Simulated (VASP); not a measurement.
# FeO (P1) in VASP: notebook

Runs on FeO. Level: PBE+U. Tasks: single point.

All numbers are computed with VASP 6.6.1; they aren't measurements. Logs are shortened: lines on timing, memory, paths and dates and some standing lists are left out, and cuts for length are marked.

### Step 1. The cell of the first run

The typed cell holds 4 atoms: a = 5.303 Å, b = 5.303 Å, c = 5.303 Å, α = 33.56°, β = 33.56°, γ = 33.56°.

### Step 2. Single point, PBE+U, collinear spin, antiferromagnetic start

File INCAR:

```
PREC = Accurate
ENCUT = 600
EDIFF = 1E-6
ISMEAR = -1
SIGMA = 0.1
LREAL = False
LASPH = True
NELM = 200
ALGO = Normal
ISIF = 2
LWAVE = False
LCHARG = False
ISPIN = 2
MAGMOM = 3.7 -3.7 0 0
LORBIT = 11
LMAXMIX = 4
LDAU = True
LDAUTYPE = 2
LDAUL = 2 -1
LDAUU = 4.6 0
LDAUJ = 0 0
LDAUPRINT = 1
GGA = PE
NBANDS = 26
GGA_COMPAT = False
```

File KPOINTS:

```
Automatic mesh
0
Gamma
  1 1 1
```

File POSCAR:

```
FeO
1.0
    4.3300000000      2.1650000000      2.1650000000
    2.1650000000      4.3300000000      2.1650000000
    2.1650000000      2.1650000000      4.3300000000
Fe O
2 2
Direct
    0.0000000000      0.0000000000      0.0000000000
    0.5000000000      0.5000000000      0.5000000000
    0.2575000000      0.2465000000      0.2545000000
    0.7500000000      0.7500000000      0.7500000000
```

Potentials or basis: VASP PAW PBE potentials, release 64 (Fe, O).

Started as:

```sh
$ cat potpaw_PBE.64/Fe/POTCAR potpaw_PBE.64/O/POTCAR > POTCAR
$ mpirun -np 1 vasp_gam > vasp.out
```

OUTCAR:

```text
PREC = Accurate
   ENCUT = 600
   EDIFF = 1E-6
   ISMEAR = -1
   LREAL = False
   LASPH = True
   NELM = 200
   ISIF = 2
   ISPIN = 2
   LORBIT = 11
   GGA = PE

 ion  position               nearest neighbor table
   1  0.000  0.000  0.000-   3 2.13   3 2.14   3 2.15   4 2.17   4 2.17   4 2.17   2 3.06   2 3.06
                             2 3.06   2 3.06   2 3.06   2 3.06
   2  0.500  0.500  0.500-   4 2.17   4 2.17   4 2.17   3 2.18   3 2.19   3 2.20   1 3.06   1 3.06
                             1 3.06   1 3.06   1 3.06   1 3.06
   3  0.258  0.246  0.255-   1 2.13   1 2.14   1 2.15   2 2.18   2 2.19   2 2.20
   4  0.750  0.750  0.750-   2 2.17   2 2.17   2 2.17   1 2.17   1 2.17   1 2.17

  LATTYP: Found a trigonal (rhomboedric) cell.
 ALAT       =     5.3031452931
 COS(alpha) =     0.8333333333

  Lattice vectors:

 A1 = (   4.3300000000,   2.1650000000,   2.1650000000)
 A2 = (   2.1650000000,   4.3300000000,   2.1650000000)
 A3 = (   2.1650000000,   2.1650000000,   4.3300000000)

Analysis of symmetry for initial positions (statically):
=====================================================================
 Subroutine PRICEL returns:
 Original cell was already a primitive cell.

 Routine SETGRP: Setting up the symmetry group for a
 trigonal (rhombohedral) supercell.

 Subroutine GETGRP returns: Found  1 space group operations
 (whereof  1 operations were pure point group operations)
 out of a pool of 12 trial point group operations.

The static configuration has the point symmetry C_1 .

Analysis of symmetry for dynamics (positions and initial velocities):
=====================================================================
 Subroutine PRICEL returns:
 Original cell was already a primitive cell.

 Routine SETGRP: Setting up the symmetry group for a
 trigonal (rhombohedral) supercell.

 Subroutine GETGRP returns: Found  1 space group operations
 (whereof  1 operations were pure point group operations)
 out of a pool of 12 trial point group operations.

The dynamic configuration has the point symmetry C_1 .

Analysis of structural, dynamic, and magnetic symmetry:
=====================================================================
 Subroutine PRICEL returns:
 Original cell was already a primitive cell.

 Routine SETGRP: Setting up the symmetry group for a
 trigonal (rhombohedral) supercell.
[... 191 lines left out ...]
  o =  0.9659  v =  0.0000  0.0000  0.0000  0.0000  0.0000 -0.6422  0.7420 -0.1563  0.0140  0.1113      0.0000  0.0000  0.0000  0.0000  0.0000  0.0000  0.0000  0.0000  0.0000  0.0000
  o =  0.9744  v =  0.0000  0.0000  0.0000  0.0000  0.0000  0.1284 -0.1424 -0.8137 -0.0089  0.5487      0.0000  0.0000  0.0000  0.0000  0.0000  0.0000  0.0000  0.0000  0.0000  0.0000
  o =  0.9845  v =  0.0000  0.0000  0.0000  0.0000  0.0000 -0.0442 -0.0421  0.5550 -0.1217  0.8206      0.0000  0.0000  0.0000  0.0000  0.0000  0.0000  0.0000  0.0000  0.0000  0.0000

 number of electron      28.0000001 magnetization      -0.0007495

 Free energy of the ion-electron system (eV)
  ---------------------------------------------------
  ext. energy  EPLUGINS =         0.00000000
  ---------------------------------------------------
  free energy    TOTEN  =       -20.98425004 eV

  energy without entropy =      -20.98424755  energy(sigma->0) =      -20.98424879

 E-fermi :   5.6281     XC(G=0): -11.6832

 val. band max:        4.2082308306   @ k =   0.0000   0.0000   0.0000
 cond. band min:       7.0871529391   @ k =   0.0000   0.0000   0.0000
 fundamental gap:      2.8789221086
 Fermi energy:         5.6280902482

 spin component 1

 k-point     1 :       0.0000    0.0000    0.0000
  band No.  band energies     occupation
      1     -13.4226      1.00000
      2     -12.1778      1.00000
      3      -2.2080      1.00000
      4      -0.6273      1.00000
      5      -0.3059      1.00000
      6       0.1771      1.00000
[... 18 lines left out ...]
     25      22.1465      0.00000
     26      23.1508      0.00000
 Fermi energy:         5.6280902482

 spin component 2

 k-point     1 :       0.0000    0.0000    0.0000
  band No.  band energies     occupation
      1     -13.4258      1.00000
      2     -12.1834      1.00000
      3      -1.7447      1.00000
      4      -0.5362      1.00000
      5      -0.5289      1.00000
      6       0.6476      1.00000
[... 18 lines left out ...]
     25      22.1575      0.00000
     26      22.9868      0.00000

------------------------ aborting loop because EDIFF is reached ----------------------------------------

  FORCE on cell =-STRESS in cart. coord.  units (eV):
  Direction    XX          YY          ZZ          XY          YZ          ZX
  --------------------------------------------------------------------------------------
  -------------------------------------------------------------------------------------
  Total       -0.5828063     -0.2169539     -0.5694355      0.8445754      1.0555219     -0.5344311
  in kB      -23.0038816     -8.5633623    -22.4761254     33.3361407     41.6623868    -21.0944699
  external PRESSURE =     -18.0144564 kB  Pullay stress =       0.0000000 kB

 VOLUME and BASIS-vectors are now :
 -----------------------------------------------------------------------------
  energy-cutoff  :      600.00
  volume of cell :       40.59
      direct lattice vectors                 reciprocal lattice vectors
     4.330000000  2.165000000  2.165000000     0.346420323 -0.115473441 -0.115473441
     2.165000000  4.330000000  2.165000000    -0.115473441  0.346420323 -0.115473441
     2.165000000  2.165000000  4.330000000    -0.115473441 -0.115473441  0.346420323

 POSITION                                       TOTAL-FORCE (eV/Angst)
 -----------------------------------------------------------------------------------
      0.00000      0.00000      0.00000        -0.013646     -0.067543     -0.036819
      4.33000      4.33000      4.33000         0.084968      0.007082      0.064367
      2.19964      2.17582      2.19314         0.450055      0.138260      0.430843
      6.49500      6.49500      6.49500        -0.521378     -0.077798     -0.458391
 -----------------------------------------------------------------------------------
    total drift:                                0.000121      0.000174      0.000071

  FREE ENERGIE OF THE ION-ELECTRON SYSTEM (eV)
  ---------------------------------------------------
  free  energy   TOTEN  =       -20.9842500368 eV

  energy  without entropy=      -20.9842475473  energy(sigma->0) =      -20.98424879

 total charge

# of ion       s       p       d       tot
------------------------------------------
    1        0.313   0.157   6.317   6.787
    2        0.314   0.150   6.339   6.803
    3        1.420   3.683   0.000   5.103
    4        1.419   3.685   0.000   5.104
--------------------------------------------------
tot          3.466   7.675  12.656  23.797

 magnetization (x)

# of ion       s       p       d       tot
------------------------------------------
    1        0.033   0.009   3.330   3.373
    2       -0.026  -0.009  -3.318  -3.353
    3        0.000   0.022   0.000   0.022
    4       -0.001  -0.033   0.000  -0.034
--------------------------------------------------
tot          0.006  -0.011   0.012   0.008
```

OSZICAR:

```text
N       E                     dE             d eps       ncg     rms          rms(c)
DAV:   1     0.274829137404E+03    0.27483E+03   -0.14731E+04   112   0.171E+03
[... 33 lines left out ...]
DAV:  35    -0.209842258368E+02   -0.40917E-04   -0.74512E-04   200   0.144E-01    0.101E-02
DAV:  36    -0.209842649001E+02   -0.39063E-04   -0.66796E-04   176   0.136E-01    0.100E-02
DAV:  37    -0.209842864420E+02   -0.21542E-04   -0.20726E-04   208   0.730E-02    0.100E-02
DAV:  38    -0.209842763146E+02    0.10127E-04   -0.56989E-05   156   0.417E-02    0.102E-02
DAV:  39    -0.209842536284E+02    0.22686E-04   -0.25080E-04   182   0.807E-02    0.103E-02
DAV:  40    -0.209842490969E+02    0.45315E-05   -0.16375E-05   152   0.196E-02    0.104E-02
DAV:  41    -0.209842500368E+02   -0.93990E-06   -0.76954E-07    68   0.666E-03
   1 F= -.20984250E+02 E0= -.20984249E+02  d E =-.248945E-05  mag=    -0.0008
```

stdout:

```text
POSCAR found type information on POSCAR FeO
 POSCAR found :  2 types and       4 ions
 scaLAPACK will be used
 LDA part: xc-table for (Slater+PW92), standard interpolation
 POSCAR, INCAR and KPOINTS ok, starting setup
 FFT: planning ... GRIDC
 FFT: planning ... GRID_SOFT
 FFT: planning ... GRID
 WAVECAR not read
 entering main loop
```

It took 81 s on 1 thread of Intel Xeon 6975P-C (Granite Rapids), shared host; peak memory 0.31 GiB.

Results:

```
Free energy                                           : -20.9843 eV
Pressure                                              : -1.8 GPa
Largest force                                         : 0.699 eV/Å
Band gap on the k mesh                                : 2.88 eV
Net moment                                            : 0.00 μB per cell
Site moments                                          : Fe +3.37, -3.35; O +0.02, -0.03 μB
Valence electrons inside the program's atomic spheres : Fe 6.79, 6.80; O 5.10
```

Forces in eV/Å, atoms in the order of the input:
```
Fe  -0.014 -0.068 -0.037
Fe   0.085  0.007  0.064
O    0.450  0.138  0.431
O   -0.521 -0.078 -0.458
```

Stress tensor (GPa, compression positive):
```
-2.30  3.33 -2.11
 3.33 -0.86  4.17
-2.11  4.17 -2.25
```

Eigenvalues of the final occupation matrices:
```tsv
site	spin	trace	eigenvalues
site 1 d	1	4.84	0.95 0.96 0.97 0.97 0.98
site 1 d	2	1.50	0.00 0.05 0.22 0.27 0.96
site 2 d	1	1.52	0.00 0.00 0.27 0.29 0.96
site 2 d	2	4.84	0.96 0.96 0.97 0.97 0.98
```

Caveat: the k points lie up to 2.41 Å⁻¹ apart. The state reached can hang on the start; a lower one may exist.

### Step 3. Single point, PBE+U, collinear spin, antiferromagnetic start

File INCAR:

```
SYSTEM = FeO
ALGO = Normal
EDIFF = 1E-6
ENCUT = 600
GGA = PE
GGA_COMPAT = .FALSE.
ISIF = 2
ISMEAR = -1
ISPIN = 2
LASPH = .TRUE.
LCHARG = .FALSE.
LDAU = .TRUE.
LDAUJ = 0 0
LDAUL = 2 -1
LDAUPRINT = 1
LDAUTYPE = 2
LDAUU = 4.6 0
LMAXMIX = 4
LORBIT = 11
LREAL = .FALSE.
LWAVE = .FALSE.
MAGMOM = 3.7 -3.7 0 0
NBANDS = 26
NELM = 200
PREC = Accurate
SIGMA = 0.1
```

File KPOINTS:

```
k-points
0
G
  1 1 1
  0 0 0
```

POSCAR is that of step 2.

Potentials or basis: VASP PAW PBE potentials, release 64 (Fe, O).

Started as:

```sh
$ cat potpaw_PBE.64/Fe/POTCAR potpaw_PBE.64/O/POTCAR > POTCAR
$ mpirun -np 1 vasp_gam > vasp.out
```

OUTCAR:

```text
SYSTEM = FeO
   EDIFF = 1E-6
   ENCUT = 600
   GGA = PE
   ISIF = 2
   ISMEAR = -1
   ISPIN = 2
   LASPH = .TRUE.
   LORBIT = 11
   LREAL = .FALSE.
   NELM = 200
   PREC = Accurate

 ion  position               nearest neighbor table
   1  0.000  0.000  0.000-   3 2.13   3 2.14   3 2.15   4 2.17   4 2.17   4 2.17   2 3.06   2 3.06
                             2 3.06   2 3.06   2 3.06   2 3.06
   2  0.500  0.500  0.500-   4 2.17   4 2.17   4 2.17   3 2.18   3 2.19   3 2.20   1 3.06   1 3.06
                             1 3.06   1 3.06   1 3.06   1 3.06
   3  0.258  0.246  0.255-   1 2.13   1 2.14   1 2.15   2 2.18   2 2.19   2 2.20
   4  0.750  0.750  0.750-   2 2.17   2 2.17   2 2.17   1 2.17   1 2.17   1 2.17

  LATTYP: Found a trigonal (rhomboedric) cell.
 ALAT       =     5.3031452931
 COS(alpha) =     0.8333333333

  Lattice vectors:

 A1 = (   4.3300000000,   2.1650000000,   2.1650000000)
 A2 = (   2.1650000000,   4.3300000000,   2.1650000000)
 A3 = (   2.1650000000,   2.1650000000,   4.3300000000)

Analysis of symmetry for initial positions (statically):
=====================================================================
 Subroutine PRICEL returns:
 Original cell was already a primitive cell.

 Routine SETGRP: Setting up the symmetry group for a
 trigonal (rhombohedral) supercell.

 Subroutine GETGRP returns: Found  1 space group operations
 (whereof  1 operations were pure point group operations)
 out of a pool of 12 trial point group operations.

The static configuration has the point symmetry C_1 .

Analysis of symmetry for dynamics (positions and initial velocities):
=====================================================================
 Subroutine PRICEL returns:
 Original cell was already a primitive cell.

 Routine SETGRP: Setting up the symmetry group for a
 trigonal (rhombohedral) supercell.

 Subroutine GETGRP returns: Found  1 space group operations
 (whereof  1 operations were pure point group operations)
 out of a pool of 12 trial point group operations.

The dynamic configuration has the point symmetry C_1 .

Analysis of structural, dynamic, and magnetic symmetry:
=====================================================================
[... 215 lines left out ...]
 Fermi energy:         5.6280902482

 spin component 1

 k-point     1 :       0.0000    0.0000    0.0000
  band No.  band energies     occupation
      1     -13.4226      1.00000
      2     -12.1778      1.00000
      3      -2.2080      1.00000
      4      -0.6273      1.00000
      5      -0.3059      1.00000
      6       0.1771      1.00000
[... 18 lines left out ...]
     25      22.1465      0.00000
     26      23.1508      0.00000
 Fermi energy:         5.6280902482

 spin component 2

 k-point     1 :       0.0000    0.0000    0.0000
  band No.  band energies     occupation
      1     -13.4258      1.00000
      2     -12.1834      1.00000
      3      -1.7447      1.00000
      4      -0.5362      1.00000
      5      -0.5289      1.00000
      6       0.6476      1.00000
[... 18 lines left out ...]
     25      22.1575      0.00000
     26      22.9868      0.00000

------------------------ aborting loop because EDIFF is reached ----------------------------------------

  FORCE on cell =-STRESS in cart. coord.  units (eV):
  Direction    XX          YY          ZZ          XY          YZ          ZX
  --------------------------------------------------------------------------------------
  -------------------------------------------------------------------------------------
  Total       -0.5828063     -0.2169539     -0.5694355      0.8445754      1.0555219     -0.5344311
  in kB      -23.0038816     -8.5633623    -22.4761254     33.3361407     41.6623868    -21.0944699
  external PRESSURE =     -18.0144564 kB  Pullay stress =       0.0000000 kB

 VOLUME and BASIS-vectors are now :
 -----------------------------------------------------------------------------
  energy-cutoff  :      600.00
  volume of cell :       40.59
      direct lattice vectors                 reciprocal lattice vectors
     4.330000000  2.165000000  2.165000000     0.346420323 -0.115473441 -0.115473441
     2.165000000  4.330000000  2.165000000    -0.115473441  0.346420323 -0.115473441
     2.165000000  2.165000000  4.330000000    -0.115473441 -0.115473441  0.346420323

 POSITION                                       TOTAL-FORCE (eV/Angst)
 -----------------------------------------------------------------------------------
      0.00000      0.00000      0.00000        -0.013646     -0.067543     -0.036819
      4.33000      4.33000      4.33000         0.084968      0.007082      0.064367
      2.19964      2.17582      2.19314         0.450055      0.138260      0.430843
      6.49500      6.49500      6.49500        -0.521378     -0.077798     -0.458391
 -----------------------------------------------------------------------------------
    total drift:                                0.000121      0.000174      0.000071

  FREE ENERGIE OF THE ION-ELECTRON SYSTEM (eV)
  ---------------------------------------------------
  free  energy   TOTEN  =       -20.9842500368 eV

  energy  without entropy=      -20.9842475473  energy(sigma->0) =      -20.98424879

 total charge

# of ion       s       p       d       tot
------------------------------------------
    1        0.313   0.157   6.317   6.787
    2        0.314   0.150   6.339   6.803
    3        1.420   3.683   0.000   5.103
    4        1.419   3.685   0.000   5.104
--------------------------------------------------
tot          3.466   7.675  12.656  23.797

 magnetization (x)

# of ion       s       p       d       tot
------------------------------------------
    1        0.033   0.009   3.330   3.373
    2       -0.026  -0.009  -3.318  -3.353
    3        0.000   0.022   0.000   0.022
    4       -0.001  -0.033   0.000  -0.034
--------------------------------------------------
tot          0.006  -0.011   0.012   0.008
```

OSZICAR:

```text
N       E                     dE             d eps       ncg     rms          rms(c)
DAV:   1     0.274829137404E+03    0.27483E+03   -0.14731E+04   112   0.171E+03
[... 33 lines left out ...]
DAV:  35    -0.209842258368E+02   -0.40917E-04   -0.74512E-04   200   0.144E-01    0.101E-02
DAV:  36    -0.209842649001E+02   -0.39063E-04   -0.66796E-04   176   0.136E-01    0.100E-02
DAV:  37    -0.209842864420E+02   -0.21542E-04   -0.20726E-04   208   0.730E-02    0.100E-02
DAV:  38    -0.209842763146E+02    0.10127E-04   -0.56989E-05   156   0.417E-02    0.102E-02
DAV:  39    -0.209842536284E+02    0.22686E-04   -0.25080E-04   182   0.807E-02    0.103E-02
DAV:  40    -0.209842490969E+02    0.45315E-05   -0.16375E-05   152   0.196E-02    0.104E-02
DAV:  41    -0.209842500368E+02   -0.93990E-06   -0.76954E-07    68   0.666E-03
   1 F= -.20984250E+02 E0= -.20984249E+02  d E =-.248945E-05  mag=    -0.0008
```

stdout:

```text
POSCAR found type information on POSCAR FeO
 POSCAR found :  2 types and       4 ions
 scaLAPACK will be used
 LDA part: xc-table for (Slater+PW92), standard interpolation
 POSCAR, INCAR and KPOINTS ok, starting setup
 FFT: planning ... GRIDC
 FFT: planning ... GRID_SOFT
 FFT: planning ... GRID
 WAVECAR not read
 entering main loop
```

Run time: 77 s. Hardware: 1 thread of Intel Xeon 6975P-C (Granite Rapids), shared host; peak memory 0.3 GiB.

What came out:

```
Free energy                                           : -20.9843 eV
Pressure                                              : -1.8 GPa
Largest force                                         : 0.699 eV/Å
Band gap on the k mesh                                : 2.88 eV
Net moment                                            : 0.00 μB per cell
Site moments                                          : Fe +3.37, -3.35; O +0.02, -0.03 μB
Valence electrons inside the program's atomic spheres : Fe 6.79, 6.80; O 5.10
```

Forces in eV/Å, atoms in the order of the input:
```
Fe  -0.014 -0.068 -0.037
Fe   0.085  0.007  0.064
O    0.450  0.138  0.431
O   -0.521 -0.078 -0.458
```

Eigenvalues of the final occupation matrices:
```csv
site,spin,trace,eigenvalues
site 1 d,1,4.84,0.95 0.96 0.97 0.97 0.98
site 1 d,2,1.50,0.00 0.05 0.22 0.27 0.96
site 2 d,1,1.52,0.00 0.00 0.27 0.29 0.96
site 2 d,2,4.84,0.96 0.96 0.97 0.97 0.98
```

Caveat: the k points lie up to 2.41 Å⁻¹ apart.
